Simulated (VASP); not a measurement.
# Zr2HS4 in VASP: further runs, part 2 of 2

VASP 6.6.1. Earlier steps stand in the parts before.

## 3. Single point, PBE+D3(BJ)

File INCAR:

```
PREC     = Accurate       # precision mode
ENCUT    = 400            # plane-wave cutoff, eV
EDIFF    = 1E-6           # SCF threshold, eV
ISMEAR   = 0              # smearing method
SIGMA    = 0.05           # smearing width, eV
LREAL    = False          # projectors in reciprocal space
LASPH    = True           # aspherical terms in the spheres
NELM     = 120            # most SCF steps
ALGO     = Normal         # electronic algorithm
ISIF     = 2              # what is computed and relaxed
LWAVE    = False          # write WAVECAR
LCHARG   = False          # write CHGCAR
LDIPOL   = True         
IDIPOL   = 3            
DIPOL    = 0.5 0.5 0.285
GGA      = PE             # functional
IVDW     = 12             # dispersion correction
NBANDS   = 62             # bands
GGA_COMPAT= False        
NELMDL   = -8
```

File KPOINTS:

```
Automatic mesh
0
Gamma
  6 6 1
```

File POSCAR:

```
Zr2HS4
1.0
    7.2976778227      0.0000000000      0.0000000000
   -3.6488389114      6.3199743831      0.0000000000
    0.0000000000      0.0000000000     20.9171506047
S Zr H
8 4 2
Direct
    0.3333333333      0.1666666667      0.1912306354
    0.3333333333      0.6666666667      0.1912306354
    0.8333333333      0.1666666667      0.1912306354
    0.8333333333      0.6666666667      0.1912306354
    0.1666666667      0.3333333333      0.3306927762
    0.1666666667      0.8333333333      0.3306927762
    0.6666666667      0.3333333333      0.3306927762
    0.6666666667      0.8333333333      0.3306927762
    0.0000000000      0.0000000000      0.2609617058
    0.0000000000      0.5000000000      0.2609617058
    0.5000000000      0.0000000000      0.2609617058
    0.5000000000      0.5000000000      0.2609617058
    0.3036654916      0.6963345084      0.4286984769
    0.3630011751      0.6369988249      0.4286984769
```

Potentials or basis: VASP PAW PBE potentials, release 64 (S, Zr_sv, H).

Launch:

```console
> cat potpaw_PBE.64/S/POTCAR potpaw_PBE.64/Zr_sv/POTCAR potpaw_PBE.64/H/POTCAR > POTCAR
> mpirun -np 1 vasp_std > vasp.out
```

OUTCAR:

```text
PREC = Accurate
   ENCUT = 400
   EDIFF = 1E-6
   ISMEAR = 0
   LREAL = False
   LASPH = True
   NELM = 120
   ISIF = 2
   GGA = PE
   IVDW = 12
   NELMDL = -8
 IVDW          = 12

 ion  position               nearest neighbor table
   1  0.333  0.167  0.191-   9 2.56  12 2.56  11 2.56
   2  0.333  0.667  0.191-  10 2.56  11 2.56  12 2.56
   3  0.833  0.167  0.191-  11 2.56  10 2.56   9 2.56
   4  0.833  0.667  0.191-  12 2.56   9 2.56  10 2.56
   5  0.167  0.333  0.331-  12 2.56   9 2.56  10 2.56
   6  0.167  0.833  0.331-  11 2.56  10 2.56   9 2.56
   7  0.667  0.333  0.331-  10 2.56  11 2.56  12 2.56
   8  0.667  0.833  0.331-   9 2.56  12 2.56  11 2.56
   9  0.000  0.000  0.261-   1 2.56   8 2.56   5 2.56   4 2.56   6 2.56   3 2.56  12 3.65  12 3.65
                            11 3.65  11 3.65  10 3.65  10 3.65
  10  0.000  0.500  0.261-   2 2.56   7 2.56   6 2.56   3 2.56   4 2.56   5 2.56  11 3.65  11 3.65
                            12 3.65  12 3.65   9 3.65   9 3.65
  11  0.500  0.000  0.261-   3 2.56   6 2.56   2 2.56   7 2.56   1 2.56   8 2.56  10 3.65  10 3.65
                             9 3.65   9 3.65  12 3.65  12 3.65
  12  0.500  0.500  0.261-   4 2.56   5 2.56   1 2.56   8 2.56   7 2.56   2 2.56   9 3.65   9 3.65
[... 1055 lines left out ...]
  -------------------------------------------------------------------------------------
  Total      -0.19297    -0.19045     0.33163     0.00218     0.02238    -0.03876
  in kB      -0.32048    -0.31630     0.55077     0.00363     0.03717    -0.06437
  external pressure =       -0.03 kB  Pullay stress =        0.00 kB

 VOLUME and BASIS-vectors are now :
 -----------------------------------------------------------------------------
  energy-cutoff  :      400.00
  volume of cell :      964.72
      direct lattice vectors                 reciprocal lattice vectors
     7.297677823  0.000000000  0.000000000     0.137029891  0.079114245  0.000000000
    -3.648838911  6.319974383  0.000000000     0.000000000  0.158228489  0.000000000
     0.000000000  0.000000000 20.917150605     0.000000000  0.000000000  0.047807659

 POSITION                                       TOTAL-FORCE (eV/Angst)
 -----------------------------------------------------------------------------------
      1.82442      1.05333      4.00000         0.006205     -0.000214     -0.019625
     -0.00000      4.21332      4.00000        -0.003442      0.001987      0.005165
      5.47326      1.05333      4.00000        -0.004048      0.002337     -0.017140
      3.64884      4.21332      4.00000         0.003288     -0.005267     -0.019625
      0.00000      2.10666      6.91715        -0.003010     -0.063770     -0.073629
     -1.82442      5.26665      6.91715        -0.051611      0.029797     -0.050857
      3.64884      2.10666      6.91715        -0.000165      0.000095      0.026443
      1.82442      5.26665      6.91715         0.053721      0.034492     -0.073629
      0.00000      0.00000      5.45858        -0.015392      0.008886     -0.010037
     -1.82442      3.15999      5.45858         0.022990     -0.005853     -0.000305
      3.64884      0.00000      5.45858         0.016564     -0.016984     -0.000305
      1.82442      3.15999      5.45858        -0.015274      0.008818     -0.002125
     -0.32476      4.40082      8.96715        -0.059169      0.034162      0.113891
      0.32476      4.02582      8.96715         0.049341     -0.028487      0.121779
 -----------------------------------------------------------------------------------
    total drift:                               -0.000002      0.000001      0.000668

  FREE ENERGIE OF THE ION-ELECTRON SYSTEM (eV)
  ---------------------------------------------------
  free  energy   TOTEN  =       -95.4215435722 eV

  energy  without entropy=      -95.4215435722  energy(sigma->0) =      -95.42154357

 vacuum level on the upper side and lower side of the slab         3.001         3.039
```

OSZICAR:

```text
N       E                     dE             d eps       ncg     rms          rms(c)
DAV:   1     0.804704650609E+03    0.80470E+03   -0.36669E+04  1964   0.100E+03
DAV:   2     0.119999135642E+02   -0.79270E+03   -0.77790E+03  2304   0.272E+02
DAV:   3    -0.935240937359E+02   -0.10552E+03   -0.10490E+03  2010   0.913E+01
[... 20 lines left out ...]
DAV:  24    -0.923688163996E+02   -0.14391E-04   -0.43728E-07  1272   0.122E-03    0.712E-04
DAV:  25    -0.923688286559E+02   -0.12256E-04   -0.45655E-07  1256   0.108E-03    0.109E-03
DAV:  26    -0.923688353418E+02   -0.66859E-05   -0.14469E-07  1152   0.669E-04    0.444E-04
DAV:  27    -0.923688412983E+02   -0.59565E-05   -0.16583E-07  1232   0.671E-04    0.330E-04
DAV:  28    -0.923688422701E+02   -0.97174E-06   -0.27663E-08  1040   0.343E-04
   1 F= -.95421544E+02 E0= -.95421544E+02  d E =-.621147E-13
```

stdout:

```text
POSCAR found type information on POSCAR S ZrH
 POSCAR found :  3 types and      14 ions
 scaLAPACK will be used
 LDA part: xc-table for (Slater+PW92), standard interpolation
 POSCAR, INCAR and KPOINTS ok, starting setup
 FFT: planning ... GRIDC
 FFT: planning ... GRID_SOFT
 FFT: planning ... GRID
 WAVECAR not read
 entering main loop
```

It took 14 min on 1 thread of AMD EPYC 9R45 (Zen 5), shared host; peak memory 0.88 GiB.

Results:

```yaml
Free_energy: -95.4215 eV
Largest_force: 0.134 eV/Å
Band_gap_on_the_k_mesh: 1.10 eV
Dispersion_energy_per_atom: -0.218 eV
```

Forces on the atoms (eV/Å):
```
S    0.006  0.000 -0.020
S   -0.003  0.002  0.005
S   -0.004  0.002 -0.017
S    0.003 -0.005 -0.020
S   -0.003 -0.064 -0.074
S   -0.052  0.030 -0.051
S    0.000  0.000  0.026
S    0.054  0.034 -0.074
Zr  -0.015  0.009 -0.010
Zr   0.023 -0.006  0.000
Zr   0.017 -0.017  0.000
Zr  -0.015  0.009 -0.002
H   -0.059  0.034  0.114
H    0.049 -0.028  0.122
```

Levels at points of the mesh, in eV from the valence-band top:
| k point | band 45 | band 46 | band 47 | band 48 | band 49 | band 50 | band 51 | band 52 | band 53 | band 54 |
| --- | --- | --- | --- | --- | --- | --- | --- | --- | --- | --- |
| (0.00, 0.00, 0.00) | -0.92 | -0.92 | -0.77 | 0.00 | 0.00 | 1.10 | 1.10 | 1.12 | 1.69 | 1.69 |
| (0.50, 0.00, 0.00) | -1.12 | -0.85 | -0.85 | -0.50 | -0.46 | 1.49 | 1.49 | 2.28 | 2.28 | 2.75 |
| (0.50, 0.50, 0.00) | -1.12 | -0.85 | -0.85 | -0.51 | -0.47 | 1.48 | 1.50 | 2.28 | 2.28 | 2.76 |
